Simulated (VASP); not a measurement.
# LaTe4 (R3m) in VASP: further runs

LaTe4 is run at these levels: PBE; tasks: single point, relaxation of cell and atoms.

Everything below comes from runs of VASP 6.6.1. Logs are shortened: lines on timing, memory, paths and dates and some standing lists are left out, and cuts for length are marked.

## Step 1: The cell of the first run

The structure is trigonal, space group R3m (No. 160). The conventional cell has a = 7.189 Å, b = 7.189 Å, c = 11.918 Å, α = 90.00°, β = 90.00°, γ = 120.00°. La (site symmetry 3m) has 6 Te at 2.59 to 3.16 Å within 3.4 Å. Within 3.4 Å of Te (site symmetry m) lie 2 La at 2.59 to 3.16 Å and 3 Te at 3.09 to 3.25 Å. Te (site symmetry 3m) has 9 Te at 3.25 to 3.82 Å and 3 La at 4.20 Å within 4.3 Å.

## Step 2: Single point, PBE

Contents of INCAR:

```
ALGO = Normal ; EDIFF = 1E-6
ENCUT = 520 ; GGA = PE
ISIF = 2 ; ISMEAR = 0
LASPH = T ; LCHARG = F
LREAL = F ; LWAVE = F
NBANDS = 26 ; NELM = 80
PREC = Accurate ; SIGMA = 0.1
```

Contents of KPOINTS:

```
k-points
0
Gamma
  3 3 3
```

Contents of POSCAR:

```
LaTe4
1.0
    3.5946105300      2.0753493600      3.9727680800
   -3.5946105300      2.0753493600      3.9727680800
    0.0000000000     -4.1506987200      3.9727680800
La Te
1 4
Direct
    0.0424029500      0.0424029500      0.0424029500
    0.0569729300      0.4862052200      0.0569729300
    0.0569729300      0.0569729300      0.4862052200
    0.4862052200      0.0569729300      0.0569729300
    0.4280927900      0.4280927900      0.4280927900
```

Potentials or basis: VASP PAW PBE potentials, release 64 (La, Te).

Command:

```bash
$ cat potpaw_PBE.64/La/POTCAR potpaw_PBE.64/Te/POTCAR > POTCAR
$ mpirun -np 1 vasp_std > vasp.out
```

OUTCAR:

```text
EDIFF = 1E-6
   ENCUT = 520
   GGA = PE
   ISIF = 2
   ISMEAR = 0
   LASPH = T
   LREAL = F
   NELM = 80
   PREC = Accurate

 ion  position               nearest neighbor table
   1  0.042  0.042  0.042-   2 2.59   4 2.59   3 2.59   2 3.16   4 3.16   3 3.16
   2  0.057  0.486  0.057-   1 2.59   4 3.09   3 3.09   1 3.16   5 3.25
   3  0.057  0.057  0.486-   1 2.59   2 3.09   4 3.09   1 3.16   5 3.25
   4  0.486  0.057  0.057-   1 2.59   2 3.09   3 3.09   1 3.16   5 3.25
   5  0.428  0.428  0.428-   2 3.25   4 3.25   3 3.25

  LATTYP: Found a trigonal (rhomboedric) cell.
 ALAT       =     5.7455361875
 COS(alpha) =     0.2171608215

  Lattice vectors:

 A1 = (   3.5946105300,   2.0753493600,   3.9727680800)
 A2 = (  -3.5946105300,   2.0753493600,   3.9727680800)
 A3 = (   0.0000000000,  -4.1506987200,   3.9727680800)

Analysis of symmetry for initial positions (statically):
=====================================================================
 Subroutine PRICEL returns:
 Original cell was already a primitive cell.

 Routine SETGRP: Setting up the symmetry group for a
 trigonal (rhombohedral) supercell.

 Subroutine GETGRP returns: Found  6 space group operations
 (whereof  6 operations were pure point group operations)
 out of a pool of 12 trial point group operations.

The static configuration has the point symmetry C_3v.

Analysis of symmetry for dynamics (positions and initial velocities):
=====================================================================
 Subroutine PRICEL returns:
 Original cell was already a primitive cell.

 Routine SETGRP: Setting up the symmetry group for a
 trigonal (rhombohedral) supercell.

 Subroutine GETGRP returns: Found  6 space group operations
 (whereof  6 operations were pure point group operations)
 out of a pool of 12 trial point group operations.

The dynamic configuration has the point symmetry C_3v.

 Subroutine INISYM returns: Found  6 space group operations
 (whereof  6 operations are pure point group operations),
 and found     1 'primitive' translations

----------------------------------------------------------------------------------------

                                     Primitive cell

  volume of cell :     177.8228

  direct lattice vectors                    reciprocal lattice vectors
     3.594610530  2.075349360  3.972768080     0.139097128  0.080307764  0.083904554
    -3.594610530  2.075349360  3.972768080    -0.139097128  0.080307764  0.083904554
     0.000000000 -4.150698720  3.972768080     0.000000000 -0.160615528  0.083904554

  length of vectors
     5.745536184  5.745536184  5.745536187     0.181210712  0.181210712  0.181210712

  position of ions in fractional coordinates (direct lattice)
     0.042402950  0.042402950  0.042402950
     0.056972930  0.486205220  0.056972930
     0.056972930  0.056972930  0.486205220
     0.486205220  0.056972930  0.056972930
     0.428092790  0.428092790  0.428092790

  ion indices of the primitive-cell ions
   primitive index   ion index
                 1           1
                 2           2
                 3           3
                 4           4
                 5           5

----------------------------------------------------------------------------------------

 KPOINTS: k-points

Automatic generation of k-mesh.
 Grid dimensions read from file:
 generate k-points for:    3    3    3

 Generating k-lattice:

  Cartesian coordinates                     Fractional coordinates (reciprocal lattice)
     0.046365709  0.026769255  0.027968185     0.333333333  0.000000000  0.000000000
    -0.046365709  0.026769255  0.027968185     0.000000000  0.333333333  0.000000000
     0.000000000 -0.053538509  0.027968185     0.000000000  0.000000000  0.333333333

  Length of vectors
     0.060403571  0.060403571  0.060403571

  Shift w.r.t. Gamma in fractional coordinates (k-lattice)
     0.000000000  0.000000000  0.000000000

 Subroutine IBZKPT returns following result:
 ===========================================

 Found      6 irreducible k-points:

 Following reciprocal coordinates:
            Coordinates               Weight
  0.000000  0.000000  0.000000      1.000000
  0.333333 -0.000000  0.000000      6.000000
  0.333333  0.333333  0.000000      6.000000
 -0.333333  0.333333  0.000000      6.000000
  0.333333  0.333333  0.333333      2.000000
 -0.333333  0.333333  0.333333      6.000000
   k-points           NKPTS =      6   k-points in BZ     NKDIM =      6   number of bands    NBANDS=     26
   number of dos      NEDOS =    301   number of ions     NIONS =      5
   total plane-waves  NPLWV = 110592
   dimension x,y,z NGX =    48 NGY =   48 NGZ =   48
   dimension x,y,z NGXF=    96 NGYF=   96 NGZF=   96
   ions per type =               1   4
   NGX,Y,Z   is equivalent  to a cutoff of  13.89, 13.89, 13.89 a.u.
   NGXF,Y,Z  is equivalent  to a cutoff of  27.78, 27.78, 27.78 a.u.
 SYSTEM =  unknown system
   PREC   = accura    normal or accurate (medium, high low for compatibility)
   ISTART =      0    job   : 0-new  1-cont  2-samecut
   ICHARG =      2    charge: 1-file 2-atom 10-const
   ISPIN  =      1    spin polarized calculation?
   LNONCOLLINEAR =      F non collinear calculations
   LSORBIT =      F    spin-orbit coupling
   LASPH  =      T    aspherical Exc in radial PAW
   ENCUT  =  520.0 eV  38.22 Ry    6.18 a.u.  10.68 10.68 10.68*2*pi/ulx,y,z
   NELM   =     80;   NELMIN=  2; NELMDL= -5     # of ELM steps
   EDIFF  = 0.1E-05   stopping-criterion for ELM
   LREAL  =      F    real-space projection
   EDIFFG = 0.1E-04   stopping-criterion for IOM
   NSW    =      0    number of steps for IOM
   IBRION =     -1    ionic relax: 0-MD 1-quasi-New 2-CG
   NFREE  =      0    steps in history (QN), initial steepest desc. (CG)
   ISIF   =      2    stress and relaxation
   ISYM   =      2    0-nonsym 1-usesym 2-fastsym
   POTIM  = 0.5000    time-step for ionic-motion
   TEBEG  =    0.0;   TEEND  =   0.0 temperature during run
   PSTRESS=    0.0 pullay stress
   NELECT =      35.0000    total number of electrons
   NUPDOWN=      -1.0000    fix difference up-down
   EMIN   =  10.00;   EMAX   =-10.00  energy-range for DOS
   EFERMI =   0.00;   METHOD = LEGACY
   ISMEAR =     0;   SIGMA  =   0.10  broadening in eV -4-tet -1-fermi 0-gaus
   EFERMI_NEDOS =   21; number of points for ismear=-14 and -15
   IALGO  =     38    algorithm
   IMIX   =      4    mixing-type and parameters
     AMIX     =   0.40;   BMIX     =  1.00
     AMIX_MAG =   1.60;   BMIX_MAG =  1.00
  volume/ion in A,a.u.               =      35.56       240.00
  Fermi-wavevector in a.u.,A,eV,Ry     =   0.952288  1.799563 12.338478  0.906853
  Thomas-Fermi vector in A             =   2.080837
   LORBIT       =      0    0 simple, 1 ext, 2 COOP (PROOUT), +10 PAW based schemes
   GGA     = PE    functional components
   LHFCALC =     F    Hartree Fock is set to
   AEXX    =    0.0000 exact exchange contribution
   IVDW    =     0    specifies the selected vdW correction
   LEPSILON=     F    determine dielectric tensor
   LRPA    =     F    only Hartree local field effects (RPA)
 non-spin polarized calculation
 Gauss-broadening in eV      SIGMA  =   0.10
  energy-cutoff  :      520.00
  volume of cell :      177.82
 maximum number of plane-waves:      4815
 NGX is ok and might be reduce to    48
   NGX = 21   NGY = 21   NGZ = 21

 number of electron      34.9999999 magnetization

 Free energy of the ion-electron system (eV)
  ---------------------------------------------------
  ext. energy  EPLUGINS =         0.00000000
  ---------------------------------------------------
  free energy    TOTEN  =       -14.73946800 eV

  energy without entropy =      -14.69954022  energy(sigma->0) =      -14.71950411

 E-fermi :   5.6696     XC(G=0):  -8.7559

 val. band max:        5.6532996174   @ k =  -0.3333   0.3333   0.0000
 cond. band min:       5.6833564013   @ k =   0.0000   0.0000   0.0000
 fundamental gap:      0.0300567838
 Fermi energy:         5.6696396379

 k-point     1 :       0.0000    0.0000    0.0000
  band No.  band energies     occupation
      1     -26.1735      2.00000
      2     -11.2318      2.00000
      3     -10.5185      2.00000
      4     -10.5185      2.00000
      5      -6.7505      2.00000
      6      -4.9900      2.00000
[... 18 lines left out ...]
     25       9.2623      0.00000
     26       9.2656      0.00000

 k-point     2 :       0.3333   -0.0000    0.0000
  band No.  band energies     occupation
      1     -26.1738      2.00000
      2     -11.2989      2.00000
      3     -10.5910      2.00000
      4     -10.5136      2.00000
      5      -6.4339      2.00000
      6      -4.9872      2.00000
[... 18 lines left out ...]
     25       9.2106      0.00000
     26       9.3142      0.00000

 k-point     3 :       0.3333    0.3333    0.0000
  band No.  band energies     occupation
      1     -26.1742      2.00000
      2     -11.3586      2.00000
      3     -10.6281      2.00000
      4     -10.5454      2.00000
      5      -6.1387      2.00000
      6      -5.0246      2.00000
[... 18 lines left out ...]
     25       9.1431      0.00000
     26       9.2411      0.00000

 k-point     4 :      -0.3333    0.3333    0.0000
  band No.  band energies     occupation
      1     -26.1742      2.00000
      2     -11.3563      2.00000
      3     -10.6338      2.00000
      4     -10.5444      2.00000
      5      -6.0903      2.00000
      6      -5.0660      2.00000
[... 18 lines left out ...]
     25       9.1395      0.00000
     26       9.2414      0.00000

 k-point     5 :       0.3333    0.3333    0.3333
  band No.  band energies     occupation
      1     -26.1745      2.00000
      2     -11.4141      2.00000
      3     -10.6209      2.00000
      4     -10.6209      2.00000
      5      -5.8731      2.00000
      6      -4.5885      2.00000
[... 18 lines left out ...]
     25       9.1253      0.00000
     26       9.1337      0.00000

 k-point     6 :      -0.3333    0.3333    0.3333
  band No.  band energies     occupation
      1     -26.1745      2.00000
      2     -11.4099      2.00000
      3     -10.6285      2.00000
      4     -10.6221      2.00000
      5      -5.7742      2.00000
      6      -4.7039      2.00000
[... 18 lines left out ...]
     25       9.0984      0.00000
     26       9.1369      0.00000

------------------------ aborting loop because EDIFF is reached ----------------------------------------

  FORCE on cell =-STRESS in cart. coord.  units (eV):
  Direction    XX          YY          ZZ          XY          YZ          ZX
  --------------------------------------------------------------------------------------
  -------------------------------------------------------------------------------------
  Total       12.2964492     12.2964492     27.2868800      0.0000000      0.0000000     -0.0000000
  in kB      110.7905661    110.7905664    245.8538096      0.0000000      0.0000000     -0.0000000
  external PRESSURE =     155.8116474 kB  Pullay stress =       0.0000000 kB

 VOLUME and BASIS-vectors are now :
 -----------------------------------------------------------------------------
  energy-cutoff  :      520.00
  volume of cell :      177.82
      direct lattice vectors                 reciprocal lattice vectors
     3.594610530  2.075349360  3.972768080     0.139097128  0.080307764  0.083904554
    -3.594610530  2.075349360  3.972768080    -0.139097128  0.080307764  0.083904554
     0.000000000 -4.150698720  3.972768080     0.000000000 -0.160615528  0.083904554

 POSITION                                       TOTAL-FORCE (eV/Angst)
 -----------------------------------------------------------------------------------
      0.00000      0.00000      0.50537         0.000000      0.000000    -10.859839
     -1.54292      0.89081      2.38426        -3.790711      2.188568      3.490254
      0.00000     -1.78161      2.38426         0.000000     -4.377136      3.490254
      1.54292      0.89081      2.38426         3.790711      2.188568      3.490254
      0.00000      0.00000      5.10214         0.000000      0.000000      0.389077
 -----------------------------------------------------------------------------------
    total drift:                                0.000000      0.000000     -0.000029

  FREE ENERGIE OF THE ION-ELECTRON SYSTEM (eV)
  ---------------------------------------------------
  free  energy   TOTEN  =       -14.7394680043 eV

  energy  without entropy=      -14.6995402222  energy(sigma->0) =      -14.71950411
```

Wall time 27 s (1 thread of Intel Xeon 6975P-C (Granite Rapids), shared host); peak memory 0.32 GiB.

Results:

* Free energy: -14.7395 eV
* Pressure: 15.6 GPa
* Largest force: 10.860 eV/Å

Forces in eV/Å, atoms in the order of the input:
```
La    0.000   0.000 -10.860
Te   -3.791   2.189   3.490
Te    0.000  -4.377   3.490
Te    3.791   2.189   3.490
Te    0.000   0.000   0.389
```

Caveat: the k points lie up to 0.38 Å⁻¹ apart; spin-orbit coupling is left out, which moves the levels of the heavy elements; forces of over 1 eV/Å act on the atoms, so gaps and moduli don't describe the material at rest.

## Step 3: Single point, PBE

This run uses another cell than the first one, of 51.34 Å³/atom, 1.444 times its volume.

Contents of INCAR:

```
SYSTEM = LaTe4
ALGO = Normal ; EDIFF = 1E-6
ENCUT = 520 ; GGA = PE
ISIF = 2 ; ISMEAR = 0
LASPH = .TRUE. ; LCHARG = .FALSE.
LREAL = .FALSE. ; LWAVE = .FALSE.
NBANDS = 26 ; NELM = 80
PREC = Accurate ; SIGMA = 0.1
```

Contents of KPOINTS:

```
k-points
0
G
  3 3 3
  0 0 0
```

Contents of POSCAR:

```
LaTe4
1.0
    4.1333471120      2.3863890677      4.3376015728
   -4.1333471120      2.3863890677      4.3376015728
    0.0000000000     -4.7727781355      4.3376015728
La Te
1 4
Direct
    0.0737217293      0.0737217293      0.0737217293
    0.0421412919      0.5926054228      0.0421412919
    0.0421412919      0.0421412919      0.5926054228
    0.5926054228      0.0421412919      0.0421412919
    0.3200370840      0.3200370840      0.3200370840
```

Potentials or basis: VASP PAW PBE potentials, release 64 (La, Te).

Command:

```bash
$ cat potpaw_PBE.64/La/POTCAR potpaw_PBE.64/Te/POTCAR > POTCAR
$ mpirun -np 1 vasp_std > vasp.out
```

Run time: 26 s. Hardware: 1 thread of Intel Xeon 6975P-C (Granite Rapids), shared host; peak memory 0.33 GiB.

Results (log left out):

```
Free energy   : -20.1839 eV
Pressure      : 0.0 GPa
Largest force : 0.008 eV/Å
```

Forces in eV/Å, atoms in the order of the input:
```
La   0.000  0.000  0.008
Te  -0.006  0.003 -0.002
Te   0.000 -0.007 -0.002
Te   0.006  0.003 -0.002
Te   0.000  0.000 -0.002
```

Levels at points of the mesh, in eV from the Fermi level:
```
           k point  band 13  band 14  band 15  band 16  band 17  band 18  band 19  band 20  band 21  band 22
(0.00, 0.00, 0.00)    -1.89    -1.50    -1.01    -0.74    -0.74    -0.22     1.19     1.19     1.51     1.51
```

Caveat: spin-orbit coupling is left out, which moves the levels of the heavy elements.

[end of part 1 of 2]
